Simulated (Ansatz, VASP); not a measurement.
## Two plane-wave programs on PtS2

Contents of INCAR:

```
SYSTEM = PtS2
  PREC = Accurate
  ENCUT = 600
  EDIFF = 1E-7
  ISMEAR = 0
  SIGMA = 0.02
  LREAL = .False.
  LASPH = .True.
  NELM = 100
  ALGO = Normal
  ISIF = 3
  LWAVE = .False.
  LCHARG = .False.
  GGA = PE
  IBRION = 2
  NSW = 100
  EDIFFG = -0.01
```

The input KPOINTS:

```
Automatic mesh
0
Gamma
  9 9 6
  0 0 0
```

POSCAR

```
PtS2
1.0
    3.5487422900      0.0000000000      0.0000000000
   -1.7743711500      3.0733008400      0.0000000000
    0.0000000000      0.0000000000      5.5970664000
Pt S
1 2
Direct
    0.0000000000      0.0000000000      0.0000000000
    0.6666666900      0.3333333400      0.7796640400
    0.3333333400      0.6666666900      0.2203359500
```

Input for Ansatz:

```yaml
crystal:
  lattice:
    - [3.54874229, 0.0, 0.0]
    - [-1.77437115, 3.07330084, 0.0]
    - [0.0, 0.0, 5.5970664]
  atoms:
    - { symbol: Pt, position: [0.0, 0.0, 0.0] }
    - { symbol: S, position: [0.66666669, 0.33333334, 0.77966404] }
    - { symbol: S, position: [0.33333334, 0.66666669, 0.22033595] }
basis:
  ecutwfc: 420
kpoints:
  mp_grid: { grid: [9, 9, 6] }
hamiltonian:
  xc: pbe
scf:
  occupations: { method: gaussian, width: 0.02 }
output:
  forces: true
  stress: true
  eigenvalues: true
relax:
  adjacent_minimum: "off"
  f_tol: 0.01
  max_steps: 80
  cell: { stress_tol: 0.05 }
```

Alike in both runs: task relaxation of cell and atoms; functional PBE; k mesh 9 × 9 × 6; occupations gaussian, width 0.02 eV; no spin polarisation.

```csv
,VASP,Ansatz
version,VASP 6.6.1,Ansatz 0.2.0
potentials or method,"VASP PAW PBE potentials, release 64 (Pt, S), cutoff 600 eV","scalar-relativistic, plane waves, PAW"
valence electrons in the cell,22,30
```

|  | VASP | Ansatz | Ansatz less VASP |
| --- | --- | --- | --- |
| gap on the k mesh at the Fermi level, each at its own relaxed structure (eV) | 1.51 | 1.55 | +0.035 |
| relaxed volume (Å³/atom) | 23.27 | 23.86 | +0.583 |
| relaxed cell length with the largest relative difference (Å) | 6.319 | 6.458 | +0.1396 |

VASP's potentials hold 22 valence electrons a cell and Ansatz's 30, so a difference there can come from the potentials and not from the codes. Ansatz's warnings: structure snapped to symmetry.

Spin-orbit coupling is off throughout.
